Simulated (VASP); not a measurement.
# AlN (P6_3mc) in VASP: notebook

Runs on AlN. Level: PBE. Tasks: single point.

All numbers are computed with VASP 6.6.1; they aren't measurements. Logs are shortened: lines on timing, memory, paths and dates and some standing lists are left out, and cuts for length are marked.

**Measured values to compare with.**

From “Structural and optical properties of self-assembled AlN nanowires grown on SiO2/Si substrates by molecular beam epitaxy”, 2024, arxiv:2402.00216, for a bulk crystal of AlN at 0 K: band gap 6.0343 eV (an exciton energy, a little under the gap).

The results are compared with them further down.

## (1) The cell of the first run

Symmetry: P6_3mc, No. 186, hexagonal system. The conventional cell has a = 3.130 Å, b = 3.130 Å, c = 5.018 Å, α = 90.00°, β = 90.00°, γ = 120.00°. Al (site symmetry 3m) has 4 N at 1.90 to 1.91 Å within 2.5 Å. Within 2.5 Å of N (site symmetry 3m) lie 4 Al at 1.90 to 1.91 Å.

## (2) Single point, PBE

INCAR reads:

```
SYSTEM = AlN
ALGO = Normal
EDIFF = 1E-6
ENCUT = 600
GGA = PE
GGA_COMPAT = .False.
ISIF = 2
ISMEAR = 0
LASPH = .True.
LCHARG = .False.
LREAL = .False.
LWAVE = .False.
NBANDS = 16
NELM = 120
PREC = Accurate
SIGMA = 0.01
```

KPOINTS reads:

```
k-points
0
Gamma
  6 6 4
  0 0 0
```

POSCAR reads:

```
AlN
1.0
    3.1302330227      0.0000000000      0.0000000000
   -1.5651165113      2.7108613174      0.0000000000
    0.0000000000      0.0000000000      5.0179780785
Al N
2 2
Direct
    0.3333333333      0.6666666667     -0.0007712990
    0.6666666667      0.3333333333      0.4992287010
    0.3333333333      0.6666666667      0.3807712990
    0.6666666667      0.3333333333      0.8807712990
```

Potentials or basis: VASP PAW PBE potentials, release 64 (Al, N).

Run with:

```console
cat potpaw_PBE.64/Al/POTCAR potpaw_PBE.64/N/POTCAR > POTCAR
mpirun -np 1 vasp_std > vasp.out
```

OUTCAR:

```text
SYSTEM = AlN
   EDIFF = 1E-6
   ENCUT = 600
   GGA = PE
   ISIF = 2
   ISMEAR = 0
   LASPH = .True.
   LREAL = .False.
   NELM = 120
   PREC = Accurate

 ion  position               nearest neighbor table
   1  0.333  0.667  0.999-   4 1.90   4 1.90   4 1.90   3 1.91   2 3.09   2 3.09   2 3.09   2 3.09
                             2 3.09   2 3.09
   2  0.667  0.333  0.499-   3 1.90   3 1.90   3 1.90   4 1.91   1 3.09   1 3.09   1 3.09   1 3.09
                             1 3.09   1 3.09
   3  0.333  0.667  0.381-   2 1.90   2 1.90   2 1.90   1 1.91
   4  0.667  0.333  0.881-   1 1.90   1 1.90   1 1.90   2 1.91

  LATTYP: Found a hexagonal cell.
 ALAT       =     3.1302330227
 C/A-ratio  =     1.6030685390

  Lattice vectors:

 A1 = (   3.1302330227,   0.0000000000,   0.0000000000)
 A2 = (  -1.5651165113,   2.7108613174,   0.0000000000)
 A3 = (   0.0000000000,   0.0000000000,   5.0179780785)

Analysis of symmetry for initial positions (statically):
=====================================================================
 Subroutine PRICEL returns:
 Original cell was already a primitive cell.

 Routine SETGRP: Setting up the symmetry group for a
 hexagonal supercell.

 Subroutine GETGRP returns: Found 12 space group operations
 (whereof  6 operations were pure point group operations)
 out of a pool of 24 trial point group operations.

The static configuration has the point symmetry C_3v.
 The point group associated with its full space group is C_6v.

Analysis of symmetry for dynamics (positions and initial velocities):
=====================================================================
 Subroutine PRICEL returns:
 Original cell was already a primitive cell.

 Routine SETGRP: Setting up the symmetry group for a
 hexagonal supercell.

 Subroutine GETGRP returns: Found 12 space group operations
 (whereof  6 operations were pure point group operations)
 out of a pool of 24 trial point group operations.

The dynamic configuration has the point symmetry C_3v.
 The point group associated with its full space group is C_6v.

 Subroutine INISYM returns: Found 12 space group operations
 (whereof  6 operations are pure point group operations),
 and found     1 'primitive' translations

----------------------------------------------------------------------------------------

                                     Primitive cell

  volume of cell :      42.5807

[... 90 lines left out ...]
   EDIFFG = 0.1E-04   stopping-criterion for IOM
   NSW    =      0    number of steps for IOM
   IBRION =     -1    ionic relax: 0-MD 1-quasi-New 2-CG
   NFREE  =      0    steps in history (QN), initial steepest desc. (CG)
   ISIF   =      2    stress and relaxation
   ISYM   =      2    0-nonsym 1-usesym 2-fastsym
   POTIM  = 0.5000    time-step for ionic-motion
   TEBEG  =    0.0;   TEEND  =   0.0 temperature during run
   PSTRESS=    0.0 pullay stress
   NELECT =      16.0000    total number of electrons
   NUPDOWN=      -1.0000    fix difference up-down
   EMIN   =  10.00;   EMAX   =-10.00  energy-range for DOS
   EFERMI =   0.00;   METHOD = LEGACY
   ISMEAR =     0;   SIGMA  =   0.01  broadening in eV -4-tet -1-fermi 0-gaus
   EFERMI_NEDOS =   21; number of points for ismear=-14 and -15
   IALGO  =     38    algorithm
   IMIX   =      4    mixing-type and parameters
     AMIX     =   0.40;   BMIX     =  1.00
     AMIX_MAG =   1.60;   BMIX_MAG =  1.00
  volume/ion in A,a.u.               =      10.65        71.84
  Fermi-wavevector in a.u.,A,eV,Ry     =   1.181346  2.232421 18.988008  1.395579
  Thomas-Fermi vector in A             =   2.317622
   LORBIT       =      0    0 simple, 1 ext, 2 COOP (PROOUT), +10 PAW based schemes
   GGA     = PE    functional components
   LHFCALC =     F    Hartree Fock is set to
   AEXX    =    0.0000 exact exchange contribution
   IVDW    =     0    specifies the selected vdW correction
   LEPSILON=     F    determine dielectric tensor
   LRPA    =     F    only Hartree local field effects (RPA)
 non-spin polarized calculation
 Gauss-broadening in eV      SIGMA  =   0.01
  energy-cutoff  :      600.00
  volume of cell :       42.58
 maximum number of plane-waves:      1436
 NGX is ok and might be reduce to    28
   NGX = 13   NGY = 13   NGZ = 21

 number of electron      15.9999999 magnetization

 Free energy of the ion-electron system (eV)
  ---------------------------------------------------
  ext. energy  EPLUGINS =         0.00000000
  ---------------------------------------------------
  free energy    TOTEN  =       -29.78210271 eV

  energy without entropy =      -29.78210271  energy(sigma->0) =      -29.78210271

 E-fermi :   6.0501     XC(G=0): -10.8268

 val. band max:        5.9650219684   @ k =   0.0000   0.0000   0.0000
 cond. band min:      10.0080723504   @ k =   0.0000   0.0000   0.0000
 fundamental gap:      4.0430503820
 Fermi energy:         6.0500675957

 k-point     1 :       0.0000    0.0000    0.0000
  band No.  band energies     occupation
      1      -9.1034      2.00000
      2      -7.0207      2.00000
      3       0.0588      2.00000
      4       5.1194      2.00000
      5       5.1194      2.00000
      6       5.7622      2.00000
[... 376 lines left out ...]
      3       1.1861      2.00000
      4       1.1861      2.00000
      5       2.1778      2.00000
      6       2.1778      2.00000
[... 8 lines left out ...]
     15      19.6780      0.00000
     16      19.6780      0.00000

------------------------ aborting loop because EDIFF is reached ----------------------------------------

  FORCE on cell =-STRESS in cart. coord.  units (eV):
  Direction    XX          YY          ZZ          XY          YZ          ZX
  --------------------------------------------------------------------------------------
  -------------------------------------------------------------------------------------
  Total       -0.1040634     -0.1040634     -0.0953745     -0.0000000      0.0000000      0.0000000
  in kB       -3.9155778     -3.9155778     -3.5886410     -0.0000000      0.0000000      0.0000000
  external PRESSURE =      -3.8065989 kB  Pullay stress =       0.0000000 kB

 VOLUME and BASIS-vectors are now :
 -----------------------------------------------------------------------------
  energy-cutoff  :      600.00
  volume of cell :       42.58
      direct lattice vectors                 reciprocal lattice vectors
     3.130233023  0.000000000  0.000000000     0.319465034  0.184443224  0.000000000
    -1.565116511  2.710861317  0.000000000     0.000000000  0.368886447  0.000000000
     0.000000000  0.000000000  5.017978078     0.000000000  0.000000000  0.199283453

 POSITION                                       TOTAL-FORCE (eV/Angst)
 -----------------------------------------------------------------------------------
     -0.00000      1.80724      5.01411         0.000000     -0.000000     -0.000397
      1.56512      0.90362      2.50512        -0.000000     -0.000000     -0.000397
     -0.00000      1.80724      1.91070         0.000000     -0.000000      0.000397
      1.56512      0.90362      4.41969        -0.000000      0.000000      0.000397
 -----------------------------------------------------------------------------------
    total drift:                               -0.000000      0.000000      0.000528

  FREE ENERGIE OF THE ION-ELECTRON SYSTEM (eV)
  ---------------------------------------------------
  free  energy   TOTEN  =       -29.7821027098 eV

  energy  without entropy=      -29.7821027098  energy(sigma->0) =      -29.78210271
```

Wall time 8.2 s (1 thread of Intel Xeon 6975P-C (Granite Rapids), shared host); peak memory 0.17 GiB.

What came out:

```yaml
Free_energy: -29.7821 eV
Pressure: -0.4 GPa
Band_gap_on_the_k_mesh: 4.04 eV
```

Levels at points of the mesh, in eV from the valence-band top:
```csv
k point,band 4,band 5,band 6,band 7,band 8,band 9,band 10,band 11,band 12,band 13
"(0.00, 0.00, 0.00)",-0.85,-0.85,-0.20,-0.20,0.00,4.04,6.51,10.46,11.03,11.03
"(0.50, 0.00, 0.00)",-4.12,-3.29,-2.05,-1.74,-0.68,5.76,5.76,8.02,10.14,10.81
"(0.00, 0.00, 0.50)",-3.30,-0.53,-0.53,-0.53,-0.53,6.31,6.31,10.16,10.16,11.34
"(0.50, 0.00, 0.50)",-5.52,-1.44,-1.44,-1.35,-1.35,5.24,5.24,9.14,9.14,11.60
```

## (3) Single point, PBE

INCAR reads:

```
PREC = Accurate ; ENCUT = 600
EDIFF = 1E-6 ; ISMEAR = 0
SIGMA = 0.01 ; LREAL = False
LASPH = True ; NELM = 120
ALGO = Normal ; ISIF = 2
LWAVE = False ; LCHARG = False
GGA = PE ; NBANDS = 16
GGA_COMPAT = False
```

KPOINTS reads:

```
regular mesh
0
Gamma
  6 6 4
```

POSCAR is that of step 2.

Potentials or basis: VASP PAW PBE potentials, release 64 (Al, N).

Run with:

```console
cat potpaw_PBE.64/Al/POTCAR potpaw_PBE.64/N/POTCAR > POTCAR
mpirun -np 1 vasp_std > vasp.out
```

OUTCAR:

```text
PREC = Accurate
   ENCUT = 600
   EDIFF = 1E-6
   ISMEAR = 0
   LREAL = False
   LASPH = True
   NELM = 120
   ISIF = 2
   GGA = PE

 ion  position               nearest neighbor table
   1  0.333  0.667  0.999-   4 1.90   4 1.90   4 1.90   3 1.91   2 3.09   2 3.09   2 3.09   2 3.09
                             2 3.09   2 3.09
   2  0.667  0.333  0.499-   3 1.90   3 1.90   3 1.90   4 1.91   1 3.09   1 3.09   1 3.09   1 3.09
                             1 3.09   1 3.09
   3  0.333  0.667  0.381-   2 1.90   2 1.90   2 1.90   1 1.91
   4  0.667  0.333  0.881-   1 1.90   1 1.90   1 1.90   2 1.91

  LATTYP: Found a hexagonal cell.
 ALAT       =     3.1302330227
 C/A-ratio  =     1.6030685390

  Lattice vectors:

 A1 = (   3.1302330227,   0.0000000000,   0.0000000000)
 A2 = (  -1.5651165113,   2.7108613174,   0.0000000000)
 A3 = (   0.0000000000,   0.0000000000,   5.0179780785)

Analysis of symmetry for initial positions (statically):
=====================================================================
 Subroutine PRICEL returns:
 Original cell was already a primitive cell.

[... 175 lines left out ...]
 cond. band min:      10.0080723504   @ k =   0.0000   0.0000   0.0000
 fundamental gap:      4.0430503820
 Fermi energy:         6.0500675957

 k-point     1 :       0.0000    0.0000    0.0000
  band No.  band energies     occupation
      1      -9.1034      2.00000
      2      -7.0207      2.00000
      3       0.0588      2.00000
      4       5.1194      2.00000
      5       5.1194      2.00000
      6       5.7622      2.00000
[... 376 lines left out ...]
      3       1.1861      2.00000
      4       1.1861      2.00000
      5       2.1778      2.00000
      6       2.1778      2.00000
[... 8 lines left out ...]
     15      19.6780      0.00000
     16      19.6780      0.00000

------------------------ aborting loop because EDIFF is reached ----------------------------------------

  FORCE on cell =-STRESS in cart. coord.  units (eV):
  Direction    XX          YY          ZZ          XY          YZ          ZX
  --------------------------------------------------------------------------------------
  -------------------------------------------------------------------------------------
  Total       -0.1040634     -0.1040634     -0.0953745     -0.0000000      0.0000000      0.0000000
  in kB       -3.9155778     -3.9155778     -3.5886410     -0.0000000      0.0000000      0.0000000
  external PRESSURE =      -3.8065989 kB  Pullay stress =       0.0000000 kB

 VOLUME and BASIS-vectors are now :
 -----------------------------------------------------------------------------
  energy-cutoff  :      600.00
  volume of cell :       42.58
      direct lattice vectors                 reciprocal lattice vectors
     3.130233023  0.000000000  0.000000000     0.319465034  0.184443224  0.000000000
    -1.565116511  2.710861317  0.000000000     0.000000000  0.368886447  0.000000000
     0.000000000  0.000000000  5.017978078     0.000000000  0.000000000  0.199283453

 POSITION                                       TOTAL-FORCE (eV/Angst)
 -----------------------------------------------------------------------------------
     -0.00000      1.80724      5.01411         0.000000     -0.000000     -0.000397
      1.56512      0.90362      2.50512        -0.000000     -0.000000     -0.000397
     -0.00000      1.80724      1.91070         0.000000     -0.000000      0.000397
      1.56512      0.90362      4.41969        -0.000000      0.000000      0.000397
 -----------------------------------------------------------------------------------
    total drift:                               -0.000000      0.000000      0.000528

  FREE ENERGIE OF THE ION-ELECTRON SYSTEM (eV)
  ---------------------------------------------------
  free  energy   TOTEN  =       -29.7821027098 eV

  energy  without entropy=      -29.7821027098  energy(sigma->0) =      -29.78210271
```

stdout:

```text
POSCAR found type information on POSCAR AlN
 POSCAR found :  2 types and       4 ions
 scaLAPACK will be used
 LDA part: xc-table for (Slater+PW92), standard interpolation
 POSCAR, INCAR and KPOINTS ok, starting setup
 FFT: planning ... GRIDC
 FFT: planning ... GRID_SOFT
 FFT: planning ... GRID
 WAVECAR not read
 entering main loop
```

Wall time 9.7 s (1 thread of Intel Xeon 6975P-C (Granite Rapids), shared host); peak memory 0.17 GiB.

Results:

```
Free energy            : -29.7821 eV
Pressure               : -0.4 GPa
Band gap on the k mesh : 4.04 eV
```

## (4) How close it comes

Step 2. A measured gap of AlN is 6.0343 eV (an exciton energy, a little under the gap; 0 K; quoted in “Structural and optical properties of self-assembled AlN nanowires grown on SiO2/Si substrates by molecular beam epitaxy”, 2024, arxiv:2402.00216); the calculated 4.04 eV misses it by -1.99 eV. 2 values of this kind are on record (6.034 to 6.0343 eV); this one was drawn at random. The value is that of PBE, without temperature or zero-point motion. Semilocal functionals fall short of measured gaps as a rule.

Step 3. A measured gap of AlN is 6.0343 eV (an exciton energy, a little under the gap; 0 K; quoted in “Structural and optical properties of self-assembled AlN nanowires grown on SiO2/Si substrates by molecular beam epitaxy”, 2024, arxiv:2402.00216); the calculated 4.04 eV misses it by -1.99 eV. 2 values of this kind are on record (6.034 to 6.0343 eV); this one was drawn at random. The value is that of PBE, without temperature or zero-point motion. Semilocal functionals fall short of measured gaps as a rule.
